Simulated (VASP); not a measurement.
NaCl, 2 atoms in the cell. The structure is cubic, space group Fm-3m (No. 225). The conventional cell has a = 5.605 Å, b = 5.605 Å, c = 5.605 Å, α = 90.00°, β = 90.00°, γ = 90.00°. Na (site symmetry m-3m) has 6 Cl at 2.80 Å within 3.7 Å. Within 3.7 Å of Cl (site symmetry m-3m) lie 6 Na at 2.80 Å. 

* Program: VASP 6.6.1
* Task: G0W0 quasiparticle levels
* Functional: PBE
* Potentials or basis: VASP PAW PBE potentials, release 64 (Na_sv_GW, Cl_GW)
* Cutoff: 500 eV
* k mesh: 4 × 4 × 4
* Occupations: gaussian, width 0.01 eV
* Spin: no spin polarisation
* Dipole correction: no
* GW scheme: G0W0
* GW iterations: 1
* Cutoff of the response function: 140
* Frequency points: 96
* Empty bands: 165
* Further INCAR settings: ALGO = EVGW0; EDIFF = 1e-08; NBANDS = 173

Potentials or basis: VASP PAW PBE potentials, release 64 (Na_sv_GW, Cl_GW).

Run with:

```bash
$ cat potpaw_PBE.64/Na_sv_GW/POTCAR potpaw_PBE.64/Cl_GW/POTCAR > POTCAR
$ cp INCAR.step1 INCAR
$ mpirun -np 1 vasp_std > vasp.out
$ cp INCAR.step2 INCAR
$ mpirun -np 1 vasp_std > vasp.out
$ cp INCAR.step3 INCAR
$ mpirun -np 1 vasp_std > vasp.out
```

Hardware: 1 thread of Intel(R) Xeon(R) 6975P-C (Granite Rapids), with other jobs on the host.

Question: Estimate the wall time of this run.

Answer: Run time: 83 s on 1 thread of Intel(R) Xeon(R) 6975P-C (Granite Rapids), with other jobs on the host, peak memory 0.46 GiB. Counts: k points 8.
